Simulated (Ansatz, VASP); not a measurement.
## N: VASP beside Ansatz

INCAR

```
SYSTEM = N
PREC = Accurate ; ENCUT = 520
EDIFF = 1E-6 ; ISMEAR = -1
SIGMA = 0.08 ; LREAL = .FALSE.
LASPH = .TRUE. ; NELM = 60
ALGO = Normal ; ISIF = 2
LWAVE = .FALSE. ; LCHARG = .FALSE.
GGA = PE ; NBANDS = 12
```

Contents of KPOINTS:

```
regular mesh
0
G
  13 13 13
  0 0 0
```

The input POSCAR:

```
N
1.0
    0.0000000000      2.0744868012      2.0744868012
    2.0744868012      0.0000000000      2.0744868012
    2.0744868012      2.0744868012      0.0000000000
N
2
Direct
    0.0000000000      0.0000000000      0.0000000000
    0.2500000000      0.2500000000      0.2500000000
```

Input for Ansatz:

```yaml
crystal:
  lattice:
    - [0.0, 2.0744868012, 2.0744868012]
    - [2.0744868012, 0.0, 2.0744868012]
    - [2.0744868012, 2.0744868012, 0.0]
  atoms:
    - { symbol: "N", position: [0.0, 0.0, 0.0] }
    - { symbol: "N", position: [0.25, 0.25, 0.25] }
kpoints:
  mp_grid: { grid: [13, 13, 13] }
scf:
  occupations: { method: fermi_dirac, width: 0.08 }
hamiltonian:
  xc: pbe
  pseudopotentials: { kind: all_electron, lapw: { basis_error: 0.00025 } }
output:
  forces: true
  stress: true
  eigenvalues: true
```

Change from the starting cell: volume scaled by 0.975.

Alike in both runs: task single point; functional PBE; k mesh 13 × 13 × 13; occupations fermi-dirac, width 0.08 eV; no spin polarisation.

|  | VASP | Ansatz |
| --- | --- | --- |
| version | VASP 6.6.1 | Ansatz 0.2.0 |
| potentials or method | VASP PAW PBE potentials, release 64 (N), cutoff 520 eV | all-electron LAPW, scalar-relativistic |

|  | VASP | Ansatz | Ansatz less VASP |
| --- | --- | --- | --- |
| pressure (GPa) | 4.1 | 4.1 | -0.04 |

Ansatz ran all-electron here, and VASP with PAW potentials.
